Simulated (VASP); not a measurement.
# LiMgBN2 (I-4m2) in VASP: notebook

The runs below take LiMgBN2 through single point, with PBE.

Everything below comes from runs of VASP 6.6.1. Logs are shortened: lines on timing, memory, paths and dates and some standing lists are left out, and cuts for length are marked.

### Step 1. The cell of the first run

Symmetry: I-4m2, No. 119, tetragonal system. Conventional cell: a = 3.972 Å, b = 3.972 Å, c = 8.887 Å, α = 90.00°, β = 90.00°, γ = 90.00°. Within 2.9 Å of Li (site symmetry -4m2) lie 4 N at 2.17 Å and 4 Mg at 2.81 Å. Within 2.9 Å of Mg (site symmetry -4m2) lie 4 N at 2.17 Å and 4 Li at 2.81 Å. Within 1.8 Å of B (site symmetry -4m2) lie 2 N at 1.34 Å. N (site symmetry 2mm) has 1 B at 1.34 Å within 1.8 Å.

### Step 2. Single point, PBE (strain +0.040 along x and y, +0.000 along z)

INCAR reads:

```
SYSTEM = LiMgBN2
  PREC = Accurate
  ENCUT = 520
  EDIFF = 1E-6
  ISMEAR = 0
  SIGMA = 0.05
  LREAL = .FALSE.
  LASPH = .TRUE.
  NELM = 80
  ALGO = Normal
  ISIF = 2
  LWAVE = .FALSE.
  LCHARG = .TRUE.
  GGA = PE
  LELF = .TRUE.
  LVHAR = .TRUE.
  NBANDS = 17
```

KPOINTS reads:

```
Automatic mesh
0
G
  8 8 8
  0 0 0
```

POSCAR reads:

```
LiMgBN2
1.0
   -1.9860422400      1.9860422400      4.4435220000
    1.9860422400     -1.9860422400      4.4435220000
    1.9860422400      1.9860422400     -4.4435220000
Li Mg B N
1 1 1 2
Direct
    0.2500000000      0.7500000000      0.5000000000
    0.7500000000      0.2500000000      0.5000000000
    0.5000000000      0.5000000000      0.0000000000
    0.6512635000      0.6512635000      0.0000000000
    0.3487365000      0.3487365000      0.0000000000
```

Potentials or basis: VASP PAW PBE potentials, release 64 (Li_sv, Mg, B, N).

Run with:

```bash
$ cat potpaw_PBE.64/Li_sv/POTCAR potpaw_PBE.64/Mg/POTCAR potpaw_PBE.64/B/POTCAR potpaw_PBE.64/N/POTCAR > POTCAR
$ mpirun -np 1 vasp_std > vasp.out
```

OUTCAR:

```text
SYSTEM = LiMgBN2
   PREC = Accurate
   ENCUT = 520
   EDIFF = 1E-6
   ISMEAR = 0
   LREAL = .FALSE.
   LASPH = .TRUE.
   NELM = 80
   ISIF = 2
   GGA = PE

 ion  position               nearest neighbor table
   1  0.250  0.750  0.500-   5 2.17   4 2.17   5 2.17   4 2.17   2 2.81   2 2.81   2 2.81   2 2.81

   2  0.750  0.250  0.500-   5 2.17   4 2.17   5 2.17   4 2.17   1 2.81   1 2.81   1 2.81   1 2.81

   3  0.500  0.500  0.000-   4 1.34   5 1.34
   4  0.651  0.651  0.000-   3 1.34   2 2.17   1 2.17   1 2.17   2 2.17
   5  0.349  0.349  0.000-   3 1.34   2 2.17   1 2.17   1 2.17   2 2.17

  LATTYP: Found a body centered tetragonal cell.
 ALAT       =     3.9720844800
 C/A-ratio  =     2.2373753743

  Lattice vectors:

 A1 = (  -1.9860422400,   1.9860422400,   4.4435220000)
 A2 = (   1.9860422400,  -1.9860422400,   4.4435220000)
 A3 = (   1.9860422400,   1.9860422400,  -4.4435220000)

Analysis of symmetry for initial positions (statically):
=====================================================================
 Subroutine PRICEL returns:
 Original cell was already a primitive cell.

 Routine SETGRP: Setting up the symmetry group for a
 body centered tetragonal supercell.

 Subroutine GETGRP returns: Found  8 space group operations
 (whereof  8 operations were pure point group operations)
 out of a pool of 16 trial point group operations.

The static configuration has the point symmetry D_2d.

Analysis of symmetry for dynamics (positions and initial velocities):
=====================================================================
 Subroutine PRICEL returns:
 Original cell was already a primitive cell.

 Routine SETGRP: Setting up the symmetry group for a
 body centered tetragonal supercell.

 Subroutine GETGRP returns: Found  8 space group operations
 (whereof  8 operations were pure point group operations)
 out of a pool of 16 trial point group operations.

The dynamic configuration has the point symmetry D_2d.

 Subroutine INISYM returns: Found  8 space group operations
 (whereof  8 operations are pure point group operations),
 and found     1 'primitive' translations

----------------------------------------------------------------------------------------

                                     Primitive cell

  volume of cell :      70.1075

  direct lattice vectors                    reciprocal lattice vectors
    -1.986042240  1.986042240  4.443522000     0.000000000  0.251756982  0.112523354
     1.986042240 -1.986042240  4.443522000     0.251756982  0.000000000  0.112523354
     1.986042240  1.986042240 -4.443522000     0.251756982  0.251756982  0.000000000

  length of vectors
[... 90 lines left out ...]
   EDIFFG = 0.1E-04   stopping-criterion for IOM
   NSW    =      0    number of steps for IOM
   IBRION =     -1    ionic relax: 0-MD 1-quasi-New 2-CG
   NFREE  =      0    steps in history (QN), initial steepest desc. (CG)
   ISIF   =      2    stress and relaxation
   ISYM   =      2    0-nonsym 1-usesym 2-fastsym
   POTIM  = 0.5000    time-step for ionic-motion
   TEBEG  =    0.0;   TEEND  =   0.0 temperature during run
   PSTRESS=    0.0 pullay stress
   NELECT =      18.0000    total number of electrons
   NUPDOWN=      -1.0000    fix difference up-down
   EMIN   =  10.00;   EMAX   =-10.00  energy-range for DOS
   EFERMI =   0.00;   METHOD = LEGACY
   ISMEAR =     0;   SIGMA  =   0.05  broadening in eV -4-tet -1-fermi 0-gaus
   EFERMI_NEDOS =   21; number of points for ismear=-14 and -15
   IALGO  =     38    algorithm
   IMIX   =      4    mixing-type and parameters
     AMIX     =   0.40;   BMIX     =  1.00
     AMIX_MAG =   1.60;   BMIX_MAG =  1.00
  volume/ion in A,a.u.               =      14.02        94.62
  Fermi-wavevector in a.u.,A,eV,Ry     =   1.040505  1.966270 14.730361  1.082651
  Thomas-Fermi vector in A             =   2.175084
   LORBIT       =      0    0 simple, 1 ext, 2 COOP (PROOUT), +10 PAW based schemes
   GGA     = PE    functional components
   LHFCALC =     F    Hartree Fock is set to
   AEXX    =    0.0000 exact exchange contribution
   IVDW    =     0    specifies the selected vdW correction
   LEPSILON=     F    determine dielectric tensor
   LRPA    =     F    only Hartree local field effects (RPA)
 non-spin polarized calculation
 Gauss-broadening in eV      SIGMA  =   0.05
  energy-cutoff  :      520.00
  volume of cell :       70.11
 maximum number of plane-waves:      1913
   NGX = 19   NGY = 19   NGZ = 19

 number of electron      17.9999994 magnetization

 Free energy of the ion-electron system (eV)
  ---------------------------------------------------
  ext. energy  EPLUGINS =         0.00000000
  ---------------------------------------------------
  free energy    TOTEN  =       -31.43089067 eV

  energy without entropy =      -31.43089067  energy(sigma->0) =      -31.43089067

 E-fermi :   0.8894     XC(G=0):  -8.2084

 val. band max:        0.5888603313   @ k =   0.5000   0.5000   0.5000
 cond. band min:       2.9303201044   @ k =   0.0000   0.0000   0.0000
 fundamental gap:      2.3414597732
 Fermi energy:         0.8893973177

 k-point     1 :       0.0000    0.0000    0.0000
  band No.  band energies     occupation
      1     -43.2419      2.00000
      2     -13.6330      2.00000
      3     -12.6744      2.00000
      4      -3.9722      2.00000
      5      -1.8426      2.00000
      6      -1.5691      2.00000
[... 457 lines left out ...]
      4      -3.5879      2.00000
      5      -3.2385      2.00000
      6      -2.3839      2.00000
[... 9 lines left out ...]
     16      10.7151      0.00000
     17      12.2494      0.00000

 [... further k-points ...]
[... 5 lines left out ...]
  --------------------------------------------------------------------------------------
  -------------------------------------------------------------------------------------
  Total       -2.7879449     -2.7879449     -0.5760616      0.0000000     -0.0000000      0.0000000
  in kB      -63.7133553    -63.7133553    -13.1648296      0.0000000     -0.0000000      0.0000000
  external PRESSURE =     -46.8638467 kB  Pullay stress =       0.0000000 kB

 VOLUME and BASIS-vectors are now :
 -----------------------------------------------------------------------------
  energy-cutoff  :      520.00
  volume of cell :       70.11
      direct lattice vectors                 reciprocal lattice vectors
    -1.986042240  1.986042240  4.443522000     0.000000000  0.251756982  0.112523354
     1.986042240 -1.986042240  4.443522000     0.251756982  0.000000000  0.112523354
     1.986042240  1.986042240 -4.443522000     0.251756982  0.251756982  0.000000000

 POSITION                                       TOTAL-FORCE (eV/Angst)
 -----------------------------------------------------------------------------------
      1.98604     -0.00000      2.22176        -0.000000     -0.000000      0.000000
     -0.00000      1.98604      2.22176        -0.000000     -0.000000      0.000000
      0.00000      0.00000      4.44352        -0.000000     -0.000000      0.000000
      0.00000      0.00000      5.78781        -0.000000     -0.000000      0.562244
      0.00000      0.00000      3.09924         0.000000      0.000000     -0.562244
 -----------------------------------------------------------------------------------
    total drift:                                0.000000     -0.000000     -0.000000

  FREE ENERGIE OF THE ION-ELECTRON SYSTEM (eV)
  ---------------------------------------------------
  free  energy   TOTEN  =       -31.4308906713 eV

  energy  without entropy=      -31.4308906713  energy(sigma->0) =      -31.43089067
```

OSZICAR:

```text
N       E                     dE             d eps       ncg     rms          rms(c)
DAV:   1     0.816570303007E+02    0.81657E+02   -0.80600E+03  2006   0.979E+02
DAV:   2    -0.272401147157E+02   -0.10890E+03   -0.10273E+03  2595   0.218E+02
DAV:   3    -0.375011924331E+02   -0.10261E+02   -0.10211E+02  3365   0.627E+01
DAV:   4    -0.376897782146E+02   -0.18859E+00   -0.18810E+00  2872   0.790E+00
DAV:   5    -0.376978215924E+02   -0.80434E-02   -0.80421E-02  2938   0.131E+00    0.128E+01
DAV:   6    -0.317332496775E+02    0.59646E+01   -0.15253E+01  2639   0.236E+01    0.479E+00
DAV:   7    -0.315214343765E+02    0.21182E+00   -0.90158E-01  2694   0.599E+00    0.323E+00
DAV:   8    -0.314296435439E+02    0.91791E-01   -0.34500E-01  2327   0.382E+00    0.619E-01
DAV:   9    -0.314251466207E+02    0.44969E-02   -0.51827E-02  2882   0.157E+00    0.372E-01
DAV:  10    -0.314289448867E+02   -0.37983E-02   -0.84605E-03  2140   0.685E-01    0.167E-01
DAV:  11    -0.314305304314E+02   -0.15855E-02   -0.12919E-03  2214   0.215E-01    0.103E-01
DAV:  12    -0.314308515656E+02   -0.32113E-03   -0.65540E-04  2123   0.143E-01    0.241E-02
DAV:  13    -0.314308888236E+02   -0.37258E-04   -0.72979E-05  2421   0.569E-02    0.894E-03
DAV:  14    -0.314308904987E+02   -0.16752E-05   -0.11945E-05  2408   0.226E-02    0.228E-03
DAV:  15    -0.314308906713E+02   -0.17254E-06   -0.66864E-07  2125   0.655E-03
   1 F= -.31430891E+02 E0= -.31430891E+02  d E =-.224662E-19
```

Run time: 3.6 min. Hardware: 1 thread of AMD EPYC 9R45, shared host; peak memory 0.26 GiB.

What came out:

```
Free energy            : -31.4309 eV
Largest force          : 0.562 eV/Å
Band gap on the k mesh : 2.34 eV, indirect (least direct gap 3.35 eV)
```

Forces in eV/Å, atoms in the order of the input:
```
Li   0.000  0.000  0.000
Mg   0.000  0.000  0.000
B    0.000  0.000  0.000
N    0.000  0.000  0.562
N    0.000  0.000 -0.562
```

Caveat: the cell differs from its parent crystal (strain +0.040 along x and y, +0.000 along z); the cutoff is under 1.25 times the usual one of these potentials, so pressure, stress and relaxed cells hold a basis-set (Pulay) error.

### Step 3. Single point, PBE (strain +0.080 along x and y, +0.080 along z)

INCAR reads:

```
PREC     = Accurate       # precision mode
ENCUT    = 520            # plane-wave cutoff, eV
EDIFF    = 1E-7           # SCF threshold, eV
ISMEAR   = 0              # smearing method
SIGMA    = 0.05           # smearing width, eV
LREAL    = F              # projectors in reciprocal space
LASPH    = T              # aspherical terms in the spheres
NELM     = 60             # most SCF steps
ALGO     = Normal         # electronic algorithm
ISIF     = 2              # what is computed and relaxed
LWAVE    = F              # write WAVECAR
LCHARG   = T              # write CHGCAR
GGA      = PE             # functional
LELF     = T              # ELF
LVHAR    = T            
NBANDS   = 17             # bands
```

KPOINTS reads:

```
Automatic mesh
0
Gamma
  8 8 8
```

Changes to POSCAR since step 2:

```diff
@@ -2,5 +2,5 @@
 1.0
-   -1.9860422400      1.9860422400      4.4435220000
-    1.9860422400     -1.9860422400      4.4435220000
-    1.9860422400      1.9860422400     -4.4435220000
+   -2.0624284800      2.0624284800      4.7990037600
+    2.0624284800     -2.0624284800      4.7990037600
+    2.0624284800      2.0624284800     -4.7990037600
 Li Mg B N
```

Potentials or basis: VASP PAW PBE potentials, release 64 (Li_sv, Mg, B, N).

Run with:

```bash
$ cat potpaw_PBE.64/Li_sv/POTCAR potpaw_PBE.64/Mg/POTCAR potpaw_PBE.64/B/POTCAR potpaw_PBE.64/N/POTCAR > POTCAR
$ mpirun -np 1 vasp_std > vasp.out
```

OUTCAR:

```text
PREC = Accurate
   ENCUT = 520
   EDIFF = 1E-7
   ISMEAR = 0
   LREAL = F
   LASPH = T
   NELM = 60
   ISIF = 2
   GGA = PE

 ion  position               nearest neighbor table
   1  0.250  0.750  0.500-   2 2.92   2 2.92   2 2.92   2 2.92
   2  0.750  0.250  0.500-   5 2.27   4 2.27   5 2.27   4 2.27   1 2.92   1 2.92   1 2.92   1 2.92

   3  0.500  0.500  0.000-   4 1.45   5 1.45
   4  0.651  0.651  0.000-   3 1.45   2 2.27   2 2.27
   5  0.349  0.349  0.000-   3 1.45   2 2.27   2 2.27

  LATTYP: Found a body centered tetragonal cell.
 ALAT       =     4.1248569600
 C/A-ratio  =     2.3268703892

  Lattice vectors:

 A1 = (  -2.0624284800,   2.0624284800,   4.7990037600)
 A2 = (   2.0624284800,  -2.0624284800,   4.7990037600)
 A3 = (   2.0624284800,   2.0624284800,  -4.7990037600)

Analysis of symmetry for initial positions (statically):
=====================================================================
 Subroutine PRICEL returns:
 Original cell was already a primitive cell.

 Routine SETGRP: Setting up the symmetry group for a
 body centered tetragonal supercell.

[... 169 lines left out ...]
  free energy    TOTEN  =       -30.52417283 eV

  energy without entropy =      -30.52417283  energy(sigma->0) =      -30.52417283

 E-fermi :   0.1878     XC(G=0):  -7.7072

 val. band max:       -0.0555866927   @ k =   0.5000   0.5000   0.5000
 cond. band min:       1.8996868487   @ k =   0.0000   0.0000   0.0000
 fundamental gap:      1.9552735413
 Fermi energy:         0.1878302574

 k-point     1 :       0.0000    0.0000    0.0000
  band No.  band energies     occupation
      1     -44.2687      2.00000
      2     -13.6759      2.00000
      3     -12.8406      2.00000
      4      -4.6263      2.00000
      5      -2.4297      2.00000
      6      -1.7983      2.00000
[... 457 lines left out ...]
      4      -4.2000      2.00000
      5      -3.5060      2.00000
      6      -2.6499      2.00000
[... 9 lines left out ...]
     16       9.1215      0.00000
     17      10.2499      0.00000

 [... further k-points ...]
[... 5 lines left out ...]
  --------------------------------------------------------------------------------------
  -------------------------------------------------------------------------------------
  Total       -4.9994237     -4.9994237    -14.5408922      0.0000000      0.0000000      0.0000000
  in kB      -98.0983392    -98.0983392   -285.3203592      0.0000000      0.0000000      0.0000000
  external PRESSURE =    -160.5056792 kB  Pullay stress =       0.0000000 kB

 VOLUME and BASIS-vectors are now :
 -----------------------------------------------------------------------------
  energy-cutoff  :      520.00
  volume of cell :       81.65
      direct lattice vectors                 reciprocal lattice vectors
    -2.062428480  2.062428480  4.799003760     0.000000000  0.242432649  0.104188291
     2.062428480 -2.062428480  4.799003760     0.242432649  0.000000000  0.104188291
     2.062428480  2.062428480 -4.799003760     0.242432649  0.242432649  0.000000000

 POSITION                                       TOTAL-FORCE (eV/Angst)
 -----------------------------------------------------------------------------------
      2.06243     -0.00000      2.39950        -0.000000     -0.000000      0.000000
     -0.00000      2.06243      2.39950        -0.000000     -0.000000      0.000000
      0.00000      0.00000      4.79900        -0.000000     -0.000000      0.000000
      0.00000      0.00000      6.25083        -0.000000     -0.000000     -2.928895
      0.00000      0.00000      3.34718         0.000000      0.000000      2.928895
 -----------------------------------------------------------------------------------
    total drift:                               -0.000000      0.000000      0.000000

  FREE ENERGIE OF THE ION-ELECTRON SYSTEM (eV)
  ---------------------------------------------------
  free  energy   TOTEN  =       -30.5241728254 eV

  energy  without entropy=      -30.5241728254  energy(sigma->0) =      -30.52417283
```

It took 4.9 min on 1 thread of AMD EPYC 9R45, shared host; peak memory 0.28 GiB.

Results:

| Quantity | Value |
| --- | --- |
| Free energy | -30.5242 eV |
| Largest force | 2.929 eV/Å |
| Band gap on the k mesh | 1.96 eV, indirect (least direct gap 3.00 eV) |

Forces in eV/Å, atoms in the order of the input:
```
Li   0.000  0.000  0.000
Mg   0.000  0.000  0.000
B    0.000  0.000  0.000
N    0.000  0.000 -2.929
N    0.000  0.000  2.929
```

Caveat: the cell differs from its parent crystal (strain +0.080 along x and y, +0.080 along z); the cutoff is under 1.25 times the usual one of these potentials, so pressure, stress and relaxed cells hold a basis-set (Pulay) error; forces of over 1 eV/Å act on the atoms, so gaps and moduli don't describe the material at rest.
